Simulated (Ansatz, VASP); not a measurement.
# SiNi: VASP beside Ansatz

```
Si Ni
1.0
     4.52024    0.00000    0.00000
     0.00000    4.52024    0.00000
     0.00000    0.00000    4.52024
Si Ni
4 4
Direct
  0.84636 0.84636 0.84636
  0.65364 0.15364 0.34636
  0.34636 0.65364 0.15364
  0.15364 0.34636 0.65364
  0.14896 0.14896 0.14896
  0.35104 0.85104 0.64896
  0.64896 0.35104 0.85104
  0.85104 0.64896 0.35104
```

Alike in both runs: task relaxation of cell and atoms; functional PBE; k mesh 8 × 8 × 8; occupations gaussian, width 0.1 eV; no spin polarisation.

|  | VASP | Ansatz |
| --- | --- | --- |
| version | VASP 6.6.1 | Ansatz 0.2.0 |
| potentials or method | VASP PAW PBE potentials, release 64 (Si, Ni), cutoff 600 eV | scalar-relativistic, plane waves, PAW |
| valence electrons in the cell | 56 | 88 |

```tsv
	VASP	Ansatz	Ansatz less VASP
gap on the k mesh at the Fermi level, each at its own relaxed structure (eV)	none	none	-
relaxed volume (Å³/atom)	11.53	11.53	+0.001
relaxed length of the cell vector where the two differ most in proportion (Å)	4.518	4.519	+0.0002
```

A gap of «none» marks a metal or a gap that the smearing closes. VASP's potentials hold 56 valence electrons a cell and Ansatz's 88, so a difference there can come from the potentials and not from the codes.
